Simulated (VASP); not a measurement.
Write the native input for VASP 6.6.1 that does the following.

- Task: single point
- Functional: r2SCAN
- Potentials or basis: VASP PAW PBE potentials, release 64 (Rb_sv, Br)
- Cutoff: 520 eV
- k mesh: 6 × 6 × 6
- Occupations: gaussian, width 0.01 eV
- Spin: no spin polarisation
- Dipole correction: no
- Further INCAR settings: ALGO = Normal; EDIFF = 1e-06; NBANDS = 15

The system is RbBr.

```xyz
2
Lattice="4.1279 0.0000 0.0000 0.0000 4.1279 0.0000 0.0000 0.0000 4.0561" Properties=species:S:1:pos:R:3 pbc="T T T"
Rb    0.0000    0.0000    0.0000
Br    2.0640    2.0640    2.0281
```

This cell differs from its parent crystal: uniaxial z strain -1.7%.

One way to write it, as run:

POSCAR

```
RbBr
1.0
    4.1279266285      0.0000000000      0.0000000000
    0.0000000000      4.1279266285      0.0000000000
    0.0000000000      0.0000000000      4.0561007052
Rb Br
1 1
Direct
    0.0000000000      0.0000000000      0.0000000000
    0.5000000000      0.5000000000      0.5000000000
```

INCAR.step1

```
PREC = Accurate ; ENCUT = 520
ISMEAR = 0 ; SIGMA = 0.01
LREAL = F ; LASPH = T
NELM = 80 ; NBANDS = 15
GGA = PE ; ALGO = Normal
EDIFF = 1E-4 ; LWAVE = T
LCHARG = F
```

INCAR.step2

```
PREC = Accurate ; ENCUT = 520
EDIFF = 1E-6 ; ISMEAR = 0
SIGMA = 0.01 ; LREAL = F
LASPH = T ; NELM = 80
ALGO = Normal ; ISIF = 2
LWAVE = F ; LCHARG = T
METAGGA = R2SCAN ; LMIXTAU = T
LELF = T ; LVHAR = T
NBANDS = 15 ; ISTART = 1
```

KPOINTS

```
regular mesh
0
Gamma
  6 6 6
```

Potentials or basis: VASP PAW PBE potentials, release 64 (Rb_sv, Br).

Run with:

```bash
$ cat potpaw_PBE.64/Rb_sv/POTCAR potpaw_PBE.64/Br/POTCAR > POTCAR
$ cp INCAR.step1 INCAR
$ mpirun -np 1 vasp_std > vasp.out
$ cp INCAR.step2 INCAR
$ mpirun -np 1 vasp_std > vasp.out
```

Results of the run:

```
Pressure               : 0.3 GPa
Band gap on the k mesh : 4.84 eV (least direct gap 4.98 eV)
```

Caveat: the cell differs from its parent crystal (uniaxial z strain -1.7%); the structure was generated, so it needn't be the stable form of RbBr; the PAW data sets were made with another functional, which shifts forces and pressure a little.

Wall time 52 s on 1 thread of Intel(R) Xeon(R) 6975P-C (Granite Rapids) (shared host), peak memory 0.19 GiB.
